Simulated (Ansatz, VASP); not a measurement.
**BaTiO3 in VASP and in Ansatz**

```
Ba Ti O
1.0
     2.69129    1.65299    2.35630
    -2.69129    1.65299    2.35630
     0.00000   -3.30599    2.35630
Ba Ti O
1 1 3
Direct
  0.00495 0.00495 0.00495
  0.51919 0.51919 0.51919
  0.48839 0.48839 0.97777
  0.48839 0.97777 0.48839
  0.97777 0.48839 0.48839
```

Change from the starting cell: strain -0.0600 x Voigt [1, 0, 0, 0, 0, 0], atoms carried along.

Alike in both runs: task single point; functional PBE; k mesh 6 × 6 × 6; occupations gaussian, width 0.05 eV; no spin polarisation.

|  | VASP | Ansatz |
| --- | --- | --- |
| version | VASP 6.6.1 | Ansatz 0.2.0 |
| potentials or method | VASP PAW PBE potentials, release 64 (Ba_sv, Ti_sv, O), cutoff 520 eV | scalar-relativistic, plane waves, PAW |
| valence electrons in the cell | 40 | 40 |

```tsv
	VASP	Ansatz	Ansatz less VASP
gap on the k mesh at the Fermi level (eV)	2.60	2.64	+0.045
least direct gap on the mesh (eV)	2.95	2.96	+0.008
pressure (GPa)	13.8	11.8	-2.00
traceless stress, the component that is largest in VASP (GPa)	10.71	10.28	-0.435
rms of the force components (eV/Å)	0.434	0.399	-0.0353
```

Atom by atom the forces differ by 0.040 eV/Å (rms over components).

Neither program's run includes spin-orbit coupling.
